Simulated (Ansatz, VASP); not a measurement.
**Ti in VASP and in Ansatz**

INCAR

```
PREC = Accurate
ENCUT = 500
EDIFF = 1E-6
ISMEAR = 0
SIGMA = 0.15
LREAL = False
LASPH = True
NELM = 120
ALGO = Normal
ISIF = 2
LWAVE = False
LCHARG = False
GGA = PE
NBANDS = 25
GGA_COMPAT = False
```

KPOINTS

```
Automatic mesh
0
Gamma
  12 12 14
```

File POSCAR:

```
Ti
1.0
    4.6935762499      0.0000000000      0.0000000000
   -2.3467881249      4.0647562670      0.0000000000
    0.0000000000      0.0000000000      2.9025556040
Ti
3
Direct
   -0.0190008318     -0.0380016635      0.0000000000
    0.3428337492      0.6856674984      0.5000000000
    0.6761670825      0.3523341651      0.5000000000
```

Input for Ansatz:

```yaml
crystal:
  lattice:
    - [4.6935762499, 0.0, 0.0]
    - [-2.3467881249, 4.064756267, 0.0]
    - [0.0, 0.0, 2.902555604]
  atoms:
    - { symbol: Ti, position: [-0.0190008318, -0.0380016635, 0.0] }
    - { symbol: Ti, position: [0.3428337492, 0.6856674984, 0.5] }
    - { symbol: Ti, position: [0.6761670825, 0.3523341651, 0.5] }
basis:
  ecutwfc: 520.0
kpoints:
  mp_grid: { grid: [12, 12, 14] }
hamiltonian:
  xc: pbe
  pseudopotentials: { kind: paw, azcp: { folder: soft_1 } }
scf:
  occupations: { method: gaussian, width: 0.15 }
output:
  forces: true
  stress: true
  eigenvalues: true
```

Change from the starting cell: mode 6 frozen in at -0.151 Å, equal normal strain along x, y and z +0.0250.

Alike in both runs: task single point; functional PBE; k mesh 12 × 12 × 14; occupations gaussian, width 0.15 eV; no spin polarisation.

|  | VASP | Ansatz |
| --- | --- | --- |
| version | VASP 6.6.1 | Ansatz 0.2.0 |
| potentials or method | VASP PAW PBE potentials, release 64 (Ti_sv), cutoff 500 eV | scalar-relativistic, plane waves, PAW |
| valence electrons in the cell | 36 | 36 |

Ansatz gave:

| Quantity | Value |
| --- | --- |
| gap on the k mesh at the Fermi level (eV) | none |
| pressure (GPa) | -6.1 |
| traceless stress, the component that is largest in VASP (GPa) | 1.29 |
| rms of the force components (eV/Å) | 0.259 |

What did VASP give for the same quantities?

gap on the k mesh at the Fermi level (eV): none; pressure (GPa): -6.3; traceless stress, the component that is largest in VASP (GPa): 1.29; rms of the force components (eV/Å): 0.257.

Atom by atom the forces differ by 0.002 eV/Å (rms over components). A gap of «none» marks a metal or a gap that the smearing closes.
